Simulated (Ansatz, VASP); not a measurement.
One calculation of CoSi, two programs

```
CELL_PARAMETERS angstrom
3.38047 0.00000 0.00000
-1.69024 2.92758 0.00000
0.00000 0.00000 5.02348
ATOMIC_POSITIONS crystal
Co 0.00000 0.00000 0.00000
Co 0.00000 0.00000 0.50000
Si 0.33333 0.66667 0.25000
Si 0.66667 0.33333 0.75000
```

Alike in both runs: functional PBE; k mesh 12 × 12 × 7; occupations fermi-dirac, width 0.08 eV; no spin polarisation.

Ansatz relaxed the structure, and its values are those at the end. VASP's run is a single point on that final structure, the one shown.

|  | VASP | Ansatz |
| --- | --- | --- |
| version | VASP 6.6.1 | Ansatz 0.2.0 |
| potentials or method | VASP PAW PBE potentials, release 64 (Co, Si) | PAW with Ansatz's default frozen-core files, scalar-relativistic |
| plane-wave cutoff (eV) | 520 | 420 |
| valence electrons in the cell | 26 | 42 |

|  | VASP | Ansatz | Ansatz less VASP |
| --- | --- | --- | --- |
| pressure (GPa) | -0.3 | 0.0 | +0.29 |

VASP's potentials hold 26 valence electrons a cell and Ansatz's 42, so a difference there can come from the potentials and not from the codes.
